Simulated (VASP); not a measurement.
A run of VASP 6.6.1:

INCAR

```
SYSTEM = NbH2
PREC = Accurate ; ENCUT = 520
EDIFF = 1E-6 ; ISMEAR = 0
SIGMA = 0.15 ; LREAL = .FALSE.
LASPH = .TRUE. ; NELM = 80
ALGO = Normal ; ISIF = 2
LWAVE = .FALSE. ; LCHARG = .FALSE.
GGA = PS ; NBANDS = 14
```

The input KPOINTS:

```
regular mesh
0
G
  16 16 16
  0 0 0
```

The input POSCAR:

```
NbH2
1.0
    0.2803384700      2.3870904994      2.3870904994
    2.3870904994      0.2803384700      2.3870904994
    2.3870904994      2.3870904994      0.2803384700
Nb H
1 2
Direct
    0.0000000000      0.0000000000      0.0000000000
    0.2500000000      0.2500000000      0.2500000000
    0.7500000000      0.7500000000      0.7500000000
```

Potentials or basis: VASP PAW PBE potentials, release 64 (Nb_sv, H).

Command:

```bash
$ cat potpaw_PBE.64/Nb_sv/POTCAR potpaw_PBE.64/H/POTCAR > POTCAR
$ mpirun -np 1 vasp_std > vasp.out
```

Hardware: 1 thread of Intel(R) Xeon(R) 6975P-C (Granite Rapids) (shared host).

Q: Estimate the wall time of this run.

A: It took 65 s on 1 thread of Intel(R) Xeon(R) 6975P-C (Granite Rapids), on a shared host, peak memory 0.26 GiB. Counts: scf iterations 13, k points 417.
